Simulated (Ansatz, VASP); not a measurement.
# Two plane-wave programs on Be2Se3

INCAR

```
SYSTEM = Be2Se3
PREC = Accurate
ENCUT = 600
EDIFF = 1E-6
ISMEAR = 0
SIGMA = 0.2
LREAL = .FALSE.
LASPH = .TRUE.
NELM = 80
ALGO = Normal
ISIF = 3
LWAVE = .FALSE.
LCHARG = .FALSE.
GGA = PE
IBRION = 2
NSW = 36
EDIFFG = -0.08
```

KPOINTS

```
Automatic mesh
0
G
  5 5 5
  0 0 0
```

The input POSCAR:

```
Be2Se3
1.0
    1.8250000000      1.0536642400      8.4000000000
   -1.8250000000      1.0536642400      8.4000000000
    0.0000000000     -2.1073284800      8.4000000000
Be Se
2 3
Direct
    0.1430000000      0.1430000000      0.1430000000
    0.6150000000      0.6150000000      0.6150000000
    0.2300000000      0.2300000000      0.2300000000
    0.7820000000      0.7820000000      0.7820000000
    0.0000000000      0.0000000000      0.0000000000
```

Input for Ansatz:

```yaml
crystal:
  lattice:
    - [1.825, 1.05366424, 8.4]
    - [-1.825, 1.05366424, 8.4]
    - [0.0, -2.10732848, 8.4]
  atoms:
    - { symbol: Be, position: [0.143, 0.143, 0.143] }
    - { symbol: Be, position: [0.615, 0.615, 0.615] }
    - { symbol: Se, position: [0.23, 0.23, 0.23] }
    - { symbol: Se, position: [0.782, 0.782, 0.782] }
    - { symbol: Se, position: [0.0, 0.0, 0.0] }
basis:
  ecutwfc: 420
kpoints:
  mp_grid: { grid: [5, 5, 5] }
hamiltonian:
  xc: pbe
scf:
  occupations: { method: gaussian, width: 0.2 }
  lower_state_search: "off"
output:
  forces: true
  stress: true
  eigenvalues: true
relax:
  adjacent_minimum: "off"
  f_tol: 0.08
  max_steps: 16
  cell: { stress_tol: 0.8 }
```

Alike in both runs: task relaxation of cell and atoms; functional PBE; k mesh 5 × 5 × 5; occupations gaussian, width 0.2 eV; no spin polarisation.

|  | VASP | Ansatz |
| --- | --- | --- |
| version | VASP 6.6.1 | Ansatz 0.2.0 |
| potentials or method | VASP PAW PBE potentials, release 64 (Be, Se), cutoff 600 eV | scalar-relativistic, plane waves, PAW |
| valence electrons in the cell | 22 | 52 |

```tsv
	VASP	Ansatz	Ansatz less VASP
gap on the k mesh at the Fermi level, each at its own relaxed structure (eV)	none	none	-
relaxed volume (Å³/atom)	18.27	18.40	+0.121
relaxed cell length with the largest relative difference (Å)	8.903	8.978	+0.0748
```

A gap of «none» marks a metal or a gap that the smearing closes. VASP's potentials hold 22 valence electrons a cell and Ansatz's 52, so a difference there can come from the potentials and not from the codes.

The k mesh is coarse, so the values compare programs but aren't converged.
